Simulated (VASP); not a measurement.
## Pb: single point with PBEsol

The system is Pb.

```
Pb
1.0
     3.45607    0.00000    0.00000
    -1.72803    2.99304    0.00000
     0.00000    0.00000    5.77703
Pb
2
Direct
  0.33333 0.66667 0.25000
  0.66667 0.33333 0.75000
```

This isn't the form of Pb at room conditions, which is fcc.

```
Program             : VASP 6.6.1
Task                : single point
Functional          : PBEsol
Potentials or basis : VASP PAW PBE potentials, release 64 (Pb_d)
Cutoff              : 520 eV
k mesh              : 12 × 12 × 8
Occupations         : gaussian, width 0.1 eV
Spin                : no spin polarisation
```

| Property | Result |
| --- | --- |
| Pressure | -0.1 GPa |
| Band gap on the k mesh | zero (bands 14 and 15 overlap by 8.04 eV) |

Levels at points of the mesh, in eV from the Fermi level:
```tsv
k point	band 11	band 12	band 13	band 14	band 15	band 16	band 17	band 18
(0.00, 0.00, 0.00)	-11.82	-8.30	-4.29	5.97	5.97	7.26	7.70	7.70
(0.50, 0.00, 0.00)	-8.21	-7.05	-3.01	-1.64	-0.46	1.76	2.29	5.70
(0.00, 0.00, 0.50)	-10.64	-10.64	0.55	0.55	6.79	6.79	6.79	6.79
(0.50, 0.00, 0.50)	-7.45	-7.45	-3.71	-3.71	3.47	3.47	3.62	3.62
```

Run time: 3.5 min on 1 thread of Oxide Virtual Turin-like Processor (shared host), peak memory 0.22 GiB.

Caveat: the PAW data sets were made with another functional, which shifts forces and pressure a little; spin-orbit coupling is left out, which moves the levels of the heavy elements.
